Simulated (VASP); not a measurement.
Write the native input for VASP 6.6.1 that does the following.

```
Task                               : single point
Functional                         : r2SCAN50
Potentials or basis                : VASP PAW PBE potentials, release 64 (Se, Zn)
Cutoff                             : 520 eV
k mesh                             : 4 × 4 × 4
Occupations                        : fermi-dirac, width 0.05 eV
Spin                               : no spin polarisation
Dipole correction                  : no
Grid for exact exchange (PRECFOCK) : Normal
Further INCAR settings             : ALGO = Normal; EDIFF = 1e-07; NBANDS = 16
Share of exact exchange            : 0.5
```

The system is ZnSe.

```
Se Zn
1.0
     0.00000    2.87109    2.87109
     2.87109    0.00000    2.87109
     2.87109    2.87109    0.00000
Se Zn
1 1
Direct
  0.75000 0.75000 0.75000
  0.00000 0.00000 0.00000
```

These files were run (other wordings do the same):

POSCAR

```
ZnSe
1.0
    0.0000000000      2.8710911185      2.8710911185
    2.8710911185      0.0000000000      2.8710911185
    2.8710911185      2.8710911185      0.0000000000
Se Zn
1 1
Direct
    0.7500000000      0.7500000000      0.7500000000
    0.0000000000      0.0000000000      0.0000000000
```

INCAR.step1

```
PREC = Accurate
ENCUT = 520
EDIFF = 1E-5
ISMEAR = -1
SIGMA = 0.05
LREAL = F
LASPH = T
NELM = 100
ALGO = Normal
ISIF = 2
LWAVE = T
NBANDS = 16
GGA = PE
```

INCAR.step2

```
PREC = Accurate
ENCUT = 520
EDIFF = 1E-7
ISMEAR = -1
SIGMA = 0.05
LREAL = F
LASPH = T
NELM = 100
ALGO = Normal
ISIF = 2
LWAVE = F
LCHARG = T
METAGGA = R2SCAN
LHFCALC = T
AEXX = 0.5
LMIXTAU = T
PRECFOCK = Normal
LELF = T
LVHAR = T
NBANDS = 16
ISTART = 1
```

KPOINTS

```
Automatic mesh
0
Gamma
  4 4 4
```

Potentials or basis: VASP PAW PBE potentials, release 64 (Se, Zn).

Launch:

```bash
$ cat potpaw_PBE.64/Se/POTCAR potpaw_PBE.64/Zn/POTCAR > POTCAR
$ cp INCAR.step1 INCAR
$ mpirun -np 1 vasp_std > vasp.out
$ cp INCAR.step2 INCAR
$ mpirun -np 1 vasp_std > vasp.out
```

Results of the run:

```
Pressure               : -3.0 GPa
Band gap on the k mesh : 4.93 eV
```

Caveat: the k points lie up to 0.47 Å⁻¹ apart; the PAW data sets were made with another functional, which shifts forces and pressure a little.

Run time: 5.4 min on 1 thread of Intel(R) Xeon(R) 6975P-C (Granite Rapids), on a shared host, peak memory 0.18 GiB.
